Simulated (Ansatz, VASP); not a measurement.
One calculation of Ge3Rh, two programs

```
Ge Rh
1.0
     5.44808    0.00000    0.00000
     0.00000    5.44808    0.00000
     0.00000    0.00000    5.44808
Ge Rh
6 2
Cartesian
  1.3620 0.0000 2.7240
  2.7240 4.0861 0.0000
  4.0861 0.0000 2.7240
  2.7240 1.3620 0.0000
  0.0000 2.7240 4.0861
  0.0000 2.7240 1.3620
  0.0000 0.0000 0.0000
  2.7240 2.7240 2.7240
```

Change from the starting cell: species swapped into the Zr3Sn type (Pm-3n, No. 223).

Alike in both runs: task single point; functional PBE; k mesh 4 × 4 × 4; occupations gaussian, width 0.1 eV; no spin polarisation.

|  | VASP | Ansatz |
| --- | --- | --- |
| version | VASP 6.6.1 | Ansatz 0.2.0 |
| potentials or method | VASP PAW PBE potentials, release 64 (Ge_d, Rh_pv), cutoff 520 eV | scalar-relativistic, plane waves, PAW |
| valence electrons in the cell | 114 | 118 |

|  | VASP | Ansatz | Ansatz less VASP |
| --- | --- | --- | --- |
| gap on the k mesh at the Fermi level (eV) | none | none | - |
| pressure (GPa) | -12.1 | -12.1 | 0.00 |

A gap of «none» marks a metal or a gap that the smearing closes. VASP's potentials hold 114 valence electrons a cell and Ansatz's 118, so a difference there can come from the potentials and not from the codes.
